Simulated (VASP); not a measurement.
Wanted: the native input for a VASP 6.6.1 run.

| Property | Result |
| --- | --- |
| Task | single point |
| Functional | PBE |
| Potentials or basis | VASP PAW PBE potentials, release 64 (Mn_pv, O) |
| Cutoff | 520 eV |
| k mesh | 8 × 8 × 8 |
| Occupations | gaussian, width 0.05 eV |
| Spin | collinear spin, antiferromagnetic start |
| Starting moments | [4.7, -4.7, 0.0, 0.0] μB |
| Hubbard terms | Mn d U = 3.9 eV |
| Dipole correction | no |
| Further INCAR settings | ALGO = Normal; EDIFF = 1e-06; NBANDS = 31 |

The structure of MnO (Manganosite) lies in POSCAR:

```
MnO
1.0
   -2.2116475739     -2.2116475739      4.4809287882
   -4.4809287882     -2.2116475739      2.2116475739
   -2.2116475739     -4.4809287882      2.2116475739
Mn O
2 2
Direct
    0.0000000000      0.0000000000      0.0000000000
    0.5000000000      0.5000000000      0.5000000000
    1.2499999997     -0.7500000003     -0.7500000003
    1.7500000003     -0.2499999997     -0.2499999997
```

One way to write it, as run:

INCAR

```
SYSTEM = MnO
PREC = Accurate
ENCUT = 520
EDIFF = 1E-6
ISMEAR = 0
SIGMA = 0.05
LREAL = .False.
LASPH = .True.
NELM = 150
ALGO = Normal
ISIF = 2
LWAVE = .False.
LCHARG = .True.
ISPIN = 2
MAGMOM = 4.7 -4.7 0 0
LORBIT = 11
LMAXMIX = 4
LDAU = .True.
LDAUTYPE = 2
LDAUL = 2 -1
LDAUU = 3.9 0
LDAUJ = 0 0
LDAUPRINT = 1
GGA = PE
LELF = .True.
LVHAR = .True.
NBANDS = 31
```

KPOINTS

```
regular mesh
0
Gamma
  8 8 8
  0 0 0
```

Potentials or basis: VASP PAW PBE potentials, release 64 (Mn_pv, O).

Launch:

```console
$ cat potpaw_PBE.64/Mn_pv/POTCAR potpaw_PBE.64/O/POTCAR > POTCAR
$ mpirun -np 1 vasp_std > vasp.out
```

Results of the run:

```
Pressure                                              : -1.5 GPa
Band gap on the k mesh                                : 1.62 eV
Net moment                                            : 0.00 μB per cell
Site moments                                          : Mn +4.58, -4.58; O +0.00 μB
Valence electrons inside the program's atomic spheres : Mn 11.31; O 4.99
```

Wall time 3.9 min on 1 thread of Intel(R) Xeon(R) 6975P-C (Granite Rapids), with other jobs on the host, peak memory 0.37 GiB.
